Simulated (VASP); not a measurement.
Set up this calculation in VASP 6.6.1, as the native input.

```yaml
Task: single point
Functional: PBE0
Potentials_or_basis: VASP PAW PBE potentials, release 64 (Hg, Te)
Cutoff: 450 eV
k_mesh: 4 × 4 × 4
Occupations: fermi-dirac, width 0.05 eV
Spin: no spin polarisation
Dipole_correction: no
Grid_for_exact_exchange_PRECFOCK: Normal
Second_try: not_converged
Further_INCAR_settings: ALGO = All; EDIFF = 1e-06; NBANDS = 16
Share_of_exact_exchange: 0.25
```

The system is HgTe.

```
Hg Te
1.0
     0.00000    3.18000    3.18000
     3.18000    0.00000    3.18000
     3.18000    3.18000    0.00000
Hg Te
1 1
Direct
  0.00000 0.00000 0.00000
  0.50000 0.50000 0.50000
```

The input as run:

POSCAR

```
HgTe
1.0
    0.0000000000      3.1800000000      3.1800000000
    3.1800000000      0.0000000000      3.1800000000
    3.1800000000      3.1800000000      0.0000000000
Hg Te
1 1
Direct
    0.0000000000      0.0000000000      0.0000000000
    0.5000000000      0.5000000000      0.5000000000
```

INCAR.step1

```
PREC     = Accurate       # precision mode
ENCUT    = 450            # plane-wave cutoff, eV
EDIFF    = 1E-5           # SCF threshold, eV
ISMEAR   = -1             # smearing method
SIGMA    = 0.05           # smearing width, eV
LREAL    = F              # projectors in reciprocal space
LASPH    = T              # aspherical terms in the spheres
NELM     = 300            # most SCF steps
ALGO     = All            # electronic algorithm
ISIF     = 2              # what is computed and relaxed
LWAVE    = T              # write WAVECAR
LCHARG   = F              # write CHGCAR
NBANDS   = 16             # bands
GGA      = PE             # functional
GGA_COMPAT= F            
ISEARCH  = 1            
KPAR     = 4
```

INCAR.step2

```
PREC     = Accurate       # precision mode
ENCUT    = 450            # plane-wave cutoff, eV
EDIFF    = 1E-6           # SCF threshold, eV
ISMEAR   = -1             # smearing method
SIGMA    = 0.05           # smearing width, eV
LREAL    = F              # projectors in reciprocal space
LASPH    = T              # aspherical terms in the spheres
NELM     = 300            # most SCF steps
ALGO     = All            # electronic algorithm
ISIF     = 2              # what is computed and relaxed
LWAVE    = F              # write WAVECAR
LCHARG   = F              # write CHGCAR
GGA      = PE             # functional
LHFCALC  = T              # exact exchange
AEXX     = 0.25           # exact-exchange fraction
PRECFOCK = Normal       
NBANDS   = 16             # bands
ISTART   = 1            
GGA_COMPAT= F            
ISEARCH  = 1            
KPAR     = 4
```

KPOINTS

```
Automatic mesh
0
Gamma
  4 4 4
```

Potentials or basis: VASP PAW PBE potentials, release 64 (Hg, Te).

Command:

```bash
$ cat potpaw_PBE.64/Hg/POTCAR potpaw_PBE.64/Te/POTCAR > POTCAR
$ cp INCAR.step1 INCAR
$ mpirun -np 4 vasp_std > vasp.out
$ cp INCAR.step2 INCAR
$ mpirun -np 4 vasp_std > vasp.out
```

Results of the run:

| Quantity | Value |
| --- | --- |
| Pressure | -4.6 GPa |
| Band gap on the k mesh | zero (bands 9 and 10 overlap by 2.45 eV) |

Caveat: the k points lie up to 0.43 Å⁻¹ apart, too coarse for converged energies and pressures of a metal; the PAW data sets were made with another functional, which shifts forces and pressure a little; spin-orbit coupling is left out, which moves the levels of the heavy elements.

It took 5 min on 4 MPI ranks on AMD EPYC 9R45 96-Core Processor (Zen 5) (shared host), peak memory 0.17 GiB a rank.
